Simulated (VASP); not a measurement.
**CuO2: single point with r2SCAN+U**

CuO2:

```
Cu O
1.0
     0.00000    2.45867    2.45867
     2.45867    0.00000    2.45867
     2.45867    2.45867    0.00000
Cu O
1 2
Direct
  0.00000 0.00000 0.00000
  0.25000 0.25000 0.25000
  0.75000 0.75000 0.75000
```

| Quantity | Value |
| --- | --- |
| Program | VASP 6.6.1 |
| Task | single point |
| Functional | r2SCAN |
| Potentials or basis | VASP PAW PBE potentials, release 64 (Cu, O) |
| Cutoff | 520 eV |
| k mesh | 14 × 14 × 14 |
| Occupations | gaussian, width 0.1 eV |
| Spin | collinear spin |
| Starting moments | [1.0, 0.0, 0.0] μB |
| Hubbard terms | Cu d U = 4.0 eV |
| Dipole correction | no |
| Further INCAR settings | ALGO = Normal; EDIFF = 1e-06; NBANDS = 22 |

* Pressure: -9.0 GPa
* Band gap on the k mesh: zero (filled and empty bands overlap)
* Net moment: 3.00 μB per cell
* Site moments: Cu +0.73; O +1.03 μB
* Valence electrons inside the program's atomic spheres: Cu 9.74; O 4.82

Levels at points of the mesh, in eV from the Fermi level:
Spin up:
```csv
k point,band 10,band 11,band 12,band 13,band 14,band 15,band 16,band 17
"(0.00, 0.00, 0.00)",-1.86,-1.45,-1.45,-1.45,6.11,13.04,13.04,13.04
"(0.50, 0.00, 0.00)",-3.40,-3.40,-1.22,-1.22,10.01,11.10,16.46,16.46
"(0.50, 0.50, 0.00)",-3.32,-0.96,-0.56,-0.56,9.36,12.69,12.76,17.58
```
Spin down:
```
           k point  band 6  band 7  band 8  band 9  band 10  band 11  band 12  band 13  band 14  band 15
(0.00, 0.00, 0.00)   -3.20   -3.20    0.79    0.79     0.79     1.41     1.41     1.41     6.86    13.08
(0.50, 0.00, 0.00)   -2.71   -2.64   -1.71   -1.16    -1.16    -0.95     1.50     1.50    11.26    12.18
(0.50, 0.50, 0.00)   -3.07   -2.54   -2.30   -2.30    -1.11     1.95     2.43     2.43     9.64    13.24
```

Eigenvalues of the final occupation matrices:
```
    site  spin  trace               eigenvalues
site 1 d     1   4.96  0.98 0.98 1.00 1.00 1.00
site 1 d     2   4.15  0.74 0.74 0.74 0.97 0.97
```

Run time: 28 min on 1 thread of Intel Xeon 8259CL (shared host), peak memory 0.26 GiB.

Caveat: the cell stands under tension; the PAW data sets were made with another functional, which shifts forces and pressure a little; a cell with one magnetic atom can't hold antiferromagnetic order, which such compounds often take.
